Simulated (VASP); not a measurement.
Here is a VASP 6.6.1 calculation.

Contents of INCAR:

```
PREC = Accurate
ENCUT = 520
EDIFF = 1E-6
ISMEAR = 0
SIGMA = 0.1
LREAL = F
LASPH = T
NELM = 80
ALGO = Normal
ISIF = 2
LWAVE = F
LCHARG = F
GGA = CA
NBANDS = 9
```

The input KPOINTS:

```
Automatic mesh
0
Gamma
  10 10 10
```

File POSCAR:

```
LiH
1.0
    0.0000000000      2.0350516256      2.0350516256
    2.0350516256      0.0000000000      2.0350516256
    2.0350516256      2.0350516256      0.0000000000
Li H
1 1
Direct
    0.0000000000      0.0000000000      0.0000000000
    0.5000000000      0.5000000000      0.5000000000
```

Potentials or basis: VASP PAW LDA potentials, release 64 (Li_sv, H).

Command:

```console
$ cat potpaw_LDA.64/Li_sv/POTCAR potpaw_LDA.64/H/POTCAR > POTCAR
$ mpirun -np 1 vasp_std > vasp.out
```

Predict the band gap on the k mesh.

2.65 eV, direct.

 A k mesh can miss the band edges.
